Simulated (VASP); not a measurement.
The system is MgC8.

```
Mg C
1.0
     6.37154    0.00000    0.00000
    -3.18577    5.51792    0.00000
     0.00000    0.00000    4.73755
Mg C
1 8
Direct
  0.00000 0.00000 0.50000
  0.60322 0.00000 0.50000
  0.00000 0.60322 0.50000
  0.39678 0.39678 0.50000
  0.39678 0.00000 0.50000
  0.00000 0.39678 0.50000
  0.60322 0.60322 0.50000
  0.33333 0.66667 0.50000
  0.66667 0.33333 0.50000
```

| Item | Value |
| --- | --- |
| Program | VASP 6.6.1 |
| Task | relaxation of cell and atoms |
| Functional | PBE |
| Potentials or basis | VASP PAW PBE potentials, release 64 (Mg, C) |
| Cutoff | 600 eV |
| k mesh | 6 × 6 × 8 |
| Occupations | gaussian, width 0.01 eV |
| Spin | no spin polarisation |

At the start: pressure -0.8 GPa; volume 18.51 Å³/atom.

Task: How do energy, volume and symmetry change on relaxing?

Result: Over 42 steps the energy falls by 2.7 meV/atom and the volume is 20.83 Å³/atom (+12.5 %); space group P6/mmm (No. 191, to 0.05 Å).

The path:
| step | energy change (eV) | largest force (eV/Å) | pressure (GPa) | volume (Å³) |
| --- | --- | --- | --- | --- |
| 1 | 0.0000 | 0.0474 | -0.80 | 166.56 |
| 3 | -0.0085 | 0.2826 | 0.24 | 164.73 |
| 5 | -0.0110 | 0.0013 | 0.08 | 164.30 |
| 7 | -0.0113 | 0.0117 | 0.02 | 164.62 |
| 9 | -0.0116 | 0.0704 | -0.24 | 166.03 |
| 11 | -0.0116 | 0.0649 | -0.24 | 166.10 |
| 13 | -0.0118 | 0.0425 | -0.23 | 166.39 |
| 15 | -0.0121 | 0.0485 | -0.20 | 167.55 |
| 17 | -0.0127 | 0.0558 | -0.15 | 167.85 |
| 19 | -0.0150 | 0.0911 | 0.08 | 169.21 |
| 21 | -0.0167 | 0.0936 | 0.34 | 171.27 |
| 23 | -0.0174 | 0.0607 | 0.18 | 172.19 |
| 25 | -0.0179 | 0.0683 | 0.13 | 172.90 |
| 27 | -0.0198 | 0.1022 | -0.08 | 176.13 |
| 29 | -0.0211 | 0.1236 | -0.31 | 180.76 |
| 31 | -0.0220 | 0.1055 | -0.09 | 183.48 |
| 33 | -0.0222 | 0.0549 | -0.13 | 183.00 |
| 35 | -0.0231 | 0.0592 | -0.04 | 184.12 |
| 37 | -0.0235 | 0.0756 | 0.28 | 188.55 |
| 39 | -0.0236 | 0.1397 | -0.11 | 187.64 |
| 41 | -0.0241 | 0.0105 | 0.03 | 187.14 |
| 42 | -0.0241 | 0.0095 | -0.02 | 187.46 |

Final structure:
```
Mg C
1.0
     6.33039    0.00000    0.00000
    -3.16519    5.48227    0.00000
     0.00000    0.00000    5.40150
Mg C
1 8
Direct
  0.00000 0.00000 0.50000
  0.60399 0.00000 0.50000
  0.00000 0.60399 0.50000
  0.39601 0.39601 0.50000
  0.39601 0.00000 0.50000
  0.00000 0.39601 0.50000
  0.60399 0.60399 0.50000
  0.33333 0.66667 0.50000
  0.66667 0.33333 0.50000
```
